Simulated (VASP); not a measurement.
Here is a VASP 6.6.1 calculation.

Contents of INCAR:

```
PREC = Accurate
ENCUT = 520
EDIFF = 1E-6
ISMEAR = 0
SIGMA = 0.01
LREAL = F
LASPH = T
NELM = 100
ALGO = Normal
ISIF = 2
LWAVE = F
LCHARG = T
GGA = CA
LELF = T
LVHAR = T
NBANDS = 14
```

Contents of KPOINTS:

```
Automatic mesh
0
Gamma
  8 8 8
```

POSCAR

```
NaF
1.0
    0.0000000000      2.5312613679      2.5312613679
    2.5312613679      0.0000000000      2.5312613679
    2.5312613679      2.5312613679      0.0000000000
Na F
1 1
Direct
    0.0000000000      0.0000000000      0.0000000000
    0.2500000000      0.2500000000      0.2500000000
```

Potentials or basis: VASP PAW LDA potentials, release 64 (Na_pv, F).

The run is started by

```sh
$ cat potpaw_LDA.64/Na_pv/POTCAR potpaw_LDA.64/F/POTCAR > POTCAR
$ mpirun -np 1 vasp_std > vasp.out
```

Q: What does it give for the band gap on the k mesh?

A: 5.32 eV, direct.

Q: Estimate the pressure.

A: -2.2 GPa.

A k mesh can miss the band edges.
